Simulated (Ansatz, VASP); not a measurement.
**One calculation of MnOsC6N6, two programs**

```
CELL_PARAMETERS angstrom
0.00000 5.09600 5.09600
5.09600 0.00000 5.09600
5.09600 5.09600 0.00000
ATOMIC_POSITIONS crystal
Mn 0.50000 0.50000 0.50000
Os 0.00000 0.00000 0.00000
C 0.81397 0.18603 0.18603
C 0.18603 0.81397 0.18603
C 0.18603 0.18603 0.81397
C 0.18603 0.81397 0.81397
C 0.81397 0.18603 0.81397
C 0.81397 0.81397 0.18603
N 0.69918 0.30082 0.30082
N 0.30082 0.69918 0.30082
N 0.30082 0.30082 0.69918
N 0.30082 0.69918 0.69918
N 0.69918 0.30082 0.69918
N 0.69918 0.69918 0.30082
```

Alike in both runs: task single point; functional PBE; k mesh 4 × 4 × 4; occupations gaussian, width 0.1 eV; collinear spin.

|  | VASP | Ansatz |
| --- | --- | --- |
| version | VASP 6.6.1 | Ansatz 0.2.0 |
| potentials or method | VASP PAW PBE potentials, release 64 (Mn_pv, Os, C, N), cutoff 520 eV | scalar-relativistic, plane waves, PAW |
| valence electrons in the cell | 75 | 85 |

VASP gave:

| Quantity | Value |
| --- | --- |
| gap on the k mesh at the Fermi level (eV) | 0.26 |
| least direct gap on the mesh (eV) | 0.42 |
| pressure (GPa) | 6.1 |
| rms of the force components (eV/Å) | 1.454 |
| net moment per atom (μB) | 0.21 |
| size of the moment on the site where the two differ most (μB) | 2.45 |

Q: Estimate Ansatz's values.

A: gap on the k mesh at the Fermi level (eV): 0.29; least direct gap on the mesh (eV): 0.45; pressure (GPa): 5.3; rms of the force components (eV/Å): 1.435; net moment per atom (μB): 0.21; size of the moment on the site where the two differ most (μB): 2.24.

Site moments also hang on the region over which each program counts them. Atom by atom the forces differ by 0.137 eV/Å (rms over components). VASP's potentials hold 75 valence electrons a cell and Ansatz's 85, so a difference there can come from the potentials and not from the codes.

Neither program's run includes spin-orbit coupling. Noted on VASP's run: the standard files for N, O and F lose accuracy on very short bonds.
